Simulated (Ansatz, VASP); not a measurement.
## One calculation of Al2C3, two programs

```
CELL_PARAMETERS angstrom
2.86506 0.00000 0.00000
-1.43253 2.48121 0.00000
0.00000 0.00000 6.09705
ATOMIC_POSITIONS crystal
Al 0.33333 0.66667 0.17401
Al 0.66667 0.33333 0.82599
C 0.00000 0.00000 0.00000
C 0.33333 0.66667 0.54728
C 0.66667 0.33333 0.45272
```

Alike in both runs: functional PBE; k mesh 18 × 18 × 6; occupations gaussian, width 0.1 eV; no spin polarisation.

Ansatz relaxed the structure, and its values are those at the end. VASP's run is a single point on that final structure, the one shown.

|  | VASP | Ansatz |
| --- | --- | --- |
| version | VASP 6.6.1 | Ansatz 0.2.0 |
| potentials or method | VASP PAW PBE potentials, release 64 (Al, C), cutoff 520 eV | scalar-relativistic, plane waves, PAW |
| valence electrons in the cell | 18 | 18 |

|  | VASP | Ansatz | Ansatz less VASP |
| --- | --- | --- | --- |
| gap on the k mesh at the Fermi level (eV) | none | none | - |
| pressure (GPa) | 0.0 | 0.0 | 0.00 |

A gap of «none» marks a metal or a gap that the smearing closes.
